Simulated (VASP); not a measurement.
Wanted: the native input for a VASP 6.6.1 run.

```yaml
Task: single point
Functional: PBE
Potentials_or_basis: VASP PAW PBE potentials, release 64 (V_sv, F)
Cutoff: 520 eV
k_mesh: 6 × 6 × 6
Occupations: gaussian, width 0.1 eV
Spin: collinear spin, ferrimagnetic start
Starting_moments: "[-2.0, -2.0, 2.0, 0.0] μB"
Dipole_correction: no
Further_INCAR_settings: ALGO = Normal; EDIFF = 1e-07; NBANDS = 35
```

The structure of V3F lies in POSCAR:

```
V3F
1.0
    2.2880041421      1.3209798073      2.8956703505
   -2.2880041421      1.3209798073      2.8956703505
    0.0000000000     -2.6419596147      2.8956703505
V F
3 1
Direct
    0.2509888782      0.2509888782      0.2509888782
    0.7490111218      0.7490111218      0.7490111218
    0.5000000000      0.5000000000      0.5000000000
    0.0000000000      0.0000000000      0.0000000000
```

The input as run:

INCAR

```
ALGO     = Normal         # electronic algorithm
EDIFF    = 1E-7           # SCF threshold, eV
ENCUT    = 520            # plane-wave cutoff, eV
GGA      = PE             # functional
ISIF     = 2              # what is computed and relaxed
ISMEAR   = 0              # smearing method
ISPIN    = 2              # spin polarisation
LASPH    = T              # aspherical terms in the spheres
LCHARG   = F              # write CHGCAR
LMAXMIX  = 4              # l up to which the mixer works
LORBIT   = 11             # projections on sites
LREAL    = F              # projectors in reciprocal space
LWAVE    = F              # write WAVECAR
MAGMOM   = -2 -2 2 0      # initial moments
NBANDS   = 35             # bands
NELM     = 150            # most SCF steps
PREC     = Accurate       # precision mode
SIGMA    = 0.1            # smearing width, eV
```

KPOINTS

```
k-points
0
Gamma
  6 6 6
```

Potentials or basis: VASP PAW PBE potentials, release 64 (V_sv, F).

Run with:

```bash
$ cat potpaw_PBE.64/V_sv/POTCAR potpaw_PBE.64/F/POTCAR > POTCAR
$ mpirun -np 1 vasp_std > vasp.out
```

Results of the run:

```yaml
Pressure: 0.5 GPa
Largest_force: 0.101 eV/Å
Band_gap_on_the_k_mesh: zero (filled and empty bands overlap)
Net_moment: 0.00 μB per cell
Valence_electrons_inside_the_program's_atomic_spheres: V 11.55, 11.93; F 6.03
```

Wall time 3.6 min on 1 thread of Oxide Virtual Turin-like Processor, with other jobs on the host, peak memory 0.2 GiB.
